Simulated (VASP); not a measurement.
Here is a VASP 6.6.1 calculation.

INCAR

```
SYSTEM = NbTe
PREC = Accurate
ENCUT = 520
EDIFF = 1E-6
ISMEAR = -1
SIGMA = 0.05
LREAL = .FALSE.
LASPH = .TRUE.
NELM = 80
ALGO = Normal
ISIF = 2
LWAVE = .FALSE.
LCHARG = .TRUE.
GGA = PS
LELF = .TRUE.
LVHAR = .TRUE.
NBANDS = 16
```

Contents of KPOINTS:

```
regular mesh
0
G
  8 8 7
  0 0 0
```

File POSCAR:

```
NbTe
1.0
    3.6298762571      0.0000000000      0.0000000000
   -1.8149381286      3.1435650513      0.0000000000
    0.0000000000      0.0000000000      3.6739123303
Te Nb
1 1
Direct
    0.6666666667      0.3333333333      0.0000000000
    0.0000000000      0.0000000000      0.5000000000
```

Potentials or basis: VASP PAW PBE potentials, release 64 (Te, Nb_sv).

Command:

```bash
$ cat potpaw_PBE.64/Te/POTCAR potpaw_PBE.64/Nb_sv/POTCAR > POTCAR
$ mpirun -np 1 vasp_std > vasp.out
```

Task: What does it give for the pressure?

Result: -0.1 GPa.

Stress tensor (GPa, compression positive):
```
-0.06  0.00  0.00
 0.00 -0.06  0.00
 0.00  0.00 -0.14
```

Caveat: the PAW data sets were made with another functional, which shifts forces and pressure a little.
